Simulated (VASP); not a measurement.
PbO, 4 atoms in the cell. The structure is tetragonal, space group P4/nmm (No. 129). Conventional cell: a = 3.953 Å, b = 3.953 Å, c = 5.177 Å, α = 90.00°, β = 90.00°, γ = 90.00°. Pb (site symmetry 4mm) has 4 O at 2.30 Å within 3.0 Å. O (site symmetry -4m2) has 4 Pb at 2.30 Å and 4 O at 2.80 Å within 3.0 Å. 

```yaml
Program: VASP 6.6.1
Task: relaxation of cell and atoms
Functional: PBE
Potentials_or_basis: VASP PAW PBE potentials, release 64 (Pb_d, O)
Cutoff: 600 eV
k_mesh: 8 × 8 × 6
Occupations: gaussian, width 0.02 eV
Spin: no spin polarisation
Dipole_correction: no
Further_INCAR_settings: ALGO = Normal; EDIFF = 1e-06; IBRION = 2; EDIFFG = -0.01; NSW = 80; ISIF = 3
```

Potentials or basis: VASP PAW PBE potentials, release 64 (Pb_d, O).

Command:

```bash
$ cat potpaw_PBE.64/Pb_d/POTCAR potpaw_PBE.64/O/POTCAR > POTCAR
$ mpirun -np 1 vasp_std > vasp.out
```

Hardware: 1 thread of Intel(R) Xeon(R) 6975P-C (Granite Rapids) (shared host).

**Question.** Estimate the wall time of this run.

**Answer.** Wall time 8.7 min on 1 thread of Intel(R) Xeon(R) 6975P-C (Granite Rapids), with other jobs on the host, peak memory 0.29 GiB. Counts: scf iterations 165, k points 60, ion steps 21.
